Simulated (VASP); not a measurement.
Here is a VASP 6.6.1 calculation.

Contents of INCAR:

```
SYSTEM = Ca
PREC = Accurate
ENCUT = 500
EDIFF = 1E-6
ISMEAR = 1
SIGMA = 0.1
LREAL = .False.
LASPH = .True.
NELM = 120
ALGO = Normal
ISIF = 2
LWAVE = .False.
LCHARG = .False.
GGA = PS
NBANDS = 11
GGA_COMPAT = .False.
```

Contents of KPOINTS:

```
Automatic mesh
0
Gamma
  8 8 8
  0 0 0
```

File POSCAR:

```
Ca
1.0
   -2.1599320297      2.1599320297      2.1599320297
    2.1599320297     -2.1599320297      2.1599320297
    2.1599320297      2.1599320297     -2.1599320297
Ca
1
Direct
    0.0000000000      0.0000000000      0.0000000000
```

Potentials or basis: VASP PAW PBE potentials, release 64 (Ca_sv).

The run is started by

```bash
$ cat potpaw_PBE.64/Ca_sv/POTCAR > POTCAR
$ mpirun -np 1 vasp_std > vasp.out
```

**Question.** What does it give for the pressure?

**Answer.** 0.0 GPa.

**Question.** Estimate the band gap on the k mesh.

**Answer.** Zero (bands 5 and 6 overlap by 0.37 eV).

Caveat: the PAW data sets were made with another functional, which shifts forces and pressure a little.
